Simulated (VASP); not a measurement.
# HC2: single point with LDA

HC2, a slab with vacuum:

```xyz
30
Lattice="5.0487 0.0000 0.0000 0.0000 5.0487 0.0000 0.0000 0.0000 17.1647" Properties=species:S:1:pos:R:3 pbc="T T T"
H     2.1598    0.0000    1.0000
H     0.3646    0.0000    1.0000
H     4.6842    0.0000    1.0000
H     2.8890    0.0000    1.0000
H     2.1598    2.5244    1.0000
H     0.3646    2.5244    1.0000
H     4.6842    2.5244    1.0000
H     2.8890    2.5244    1.0000
H     1.3751    3.3790    6.9406
H     1.3832    4.1535    6.9826
C     1.2622    0.0000    1.6347
C     3.7866    0.0000    1.6347
C     1.2622    2.5244    1.6347
C     3.7866    2.5244    1.6347
C     1.2622    1.2622    2.5272
C     3.7866    1.2622    2.5272
C     1.2622    3.7866    2.5272
C     3.7866    3.7866    2.5272
C     0.0003    1.2622    3.3155
C     2.5242    1.2622    3.3152
C    -0.0001    3.7866    3.5055
C     2.5244    3.7865    3.5053
C     0.0001    0.0876    4.3340
C     2.5243    0.0877    4.3334
C     0.0001    2.4368    4.3339
C     2.5243    2.4366    4.3332
C     1.2624    0.5744    5.0016
C     3.7864    0.5744    5.0025
C     1.2624    1.9502    5.0024
C     3.7864    1.9500    5.0020
```

* Program: VASP 6.6.1
* Task: single point
* Functional: LDA
* Potentials or basis: VASP PAW LDA potentials, release 64 (H, C)
* Cutoff: 520 eV
* k mesh: 2 × 2 × 1
* Occupations: gaussian, width 0.05 eV
* Spin: no spin polarisation

```yaml
Largest_force: 9.024 eV/Å
Band_gap_on_the_k_mesh: 0.90 eV, indirect (least direct gap 0.92 eV)
```

Forces in eV/Å, atoms in the order of the input:
```
H   -9.024 -0.058  0.069
H    9.024 -0.058  0.068
H   -9.023 -0.057  0.069
H    9.023 -0.057  0.069
H   -9.024  0.058  0.069
H    9.024  0.058  0.068
H   -9.023  0.057  0.069
H    9.023  0.057  0.069
H    0.000  0.006  0.002
H   -0.001 -0.004 -0.002
C   -0.001 -0.199  1.390
C    0.001 -0.201  1.395
C   -0.001  0.199  1.390
C    0.001  0.201  1.395
C    0.000  0.000 -4.084
C    0.003 -0.002 -4.063
C    0.000  0.001  0.866
C    0.000  0.000  0.863
C   -0.002  0.000 -0.009
C    0.000  0.000 -0.009
C    0.000  0.000  0.011
C    0.000  0.001  0.008
C    0.000 -0.059  0.005
C    0.000 -0.059  0.006
C    0.002  0.057  0.004
C   -0.001  0.056  0.007
C   -0.001 -0.058  0.071
C    0.001 -0.052  0.065
C    0.002  0.059  0.068
C   -0.001  0.054  0.074
```

Levels at points of the mesh, in eV from the valence-band top:
```tsv
k point	band 41	band 42	band 43	band 44	band 45	band 46	band 47	band 48	band 49	band 50
(0.00, 0.00, 0.00)	-2.61	-1.97	-0.60	-0.56	-0.14	0.90	1.88	2.33	3.83	3.88
(0.50, 0.00, 0.00)	-2.55	-2.44	-2.44	-1.06	-0.88	1.45	1.75	3.50	3.50	4.46
(0.00, 0.50, 0.00)	-2.42	-1.84	-0.67	-0.34	0.00	0.92	1.84	3.14	3.29	3.58
(0.50, 0.50, 0.00)	-3.17	-3.08	-3.08	-0.88	-0.75	1.51	1.88	4.08	4.09	4.17
```

It took 2.5 min on 1 thread of AMD EPYC 9R45 96-Core Processor (Zen 5) (shared host), peak memory 0.35 GiB.

Caveat: the k points lie up to 0.62 Å⁻¹ apart.
